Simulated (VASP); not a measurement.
Set up this calculation in VASP 6.6.1, as the native input.

| Quantity | Value |
| --- | --- |
| Task | relaxation of cell and atoms |
| Functional | PBEsol |
| Potentials or basis | VASP PAW PBE potentials, release 64 (Sc_sv, B) |
| Cutoff | 600 eV |
| k mesh | 10 × 10 × 8 |
| Occupations | fermi-dirac, width 0.08 eV |
| Spin | no spin polarisation |
| Dipole correction | no |
| Further INCAR settings | ALGO = Normal; EDIFF = 1e-06; IBRION = 2; EDIFFG = -0.002; NSW = 100; ISIF = 3 |

The structure of ScB2 lies in POSCAR:

```
ScB2
1.0
    3.1500000000      0.0000000000      0.0000000000
   -1.5750000000      2.7279800219      0.0000000000
    0.0000000000      0.0000000000      3.5200000000
Sc B
1 2
Direct
    0.0000000000      0.0000000000      0.0000000000
    0.3333333333      0.6666666667      0.5000000000
    0.6666666667      0.3333333333      0.5000000000
```

The input as run:

INCAR

```
SYSTEM = ScB2
  ALGO = Normal
  EDIFF = 1E-6
  EDIFFG = -0.002
  ENCUT = 600
  GGA = PS
  IBRION = 2
  ISIF = 3
  ISMEAR = -1
  LASPH = .True.
  LCHARG = .False.
  LREAL = .False.
  LWAVE = .False.
  NELM = 100
  NSW = 100
  PREC = Accurate
  SIGMA = 0.08
```

KPOINTS

```
k-points
0
Gamma
  10 10 8
  0 0 0
```

Potentials or basis: VASP PAW PBE potentials, release 64 (Sc_sv, B).

The run is started by

```console
$ cat potpaw_PBE.64/Sc_sv/POTCAR potpaw_PBE.64/B/POTCAR > POTCAR
$ mpirun -np 1 vasp_std > vasp.out
```

Results of the run:

The relaxed volume is 9.86 Å³/atom, the relaxed cell is a = 3.128 Å, b = 3.128 Å, c = 3.491 Å, α = 90.00°, β = 90.00°, γ = 120.00° and the space group after relaxing (to 0.05 Å) is P6/mmm (No. 191). The energy gained by relaxing is 3.1 meV/atom and the ionic steps are 12. The pressure after relaxing is 0.0 GPa.

Caveat: the PAW data sets were made with another functional, which shifts forces and pressure a little.

Wall time 120 s on 1 thread of Intel(R) Xeon(R) Platinum 8259CL CPU @ 2.50GHz (Skylake/Cascade Lake), on a shared host, peak memory 0.18 GiB.
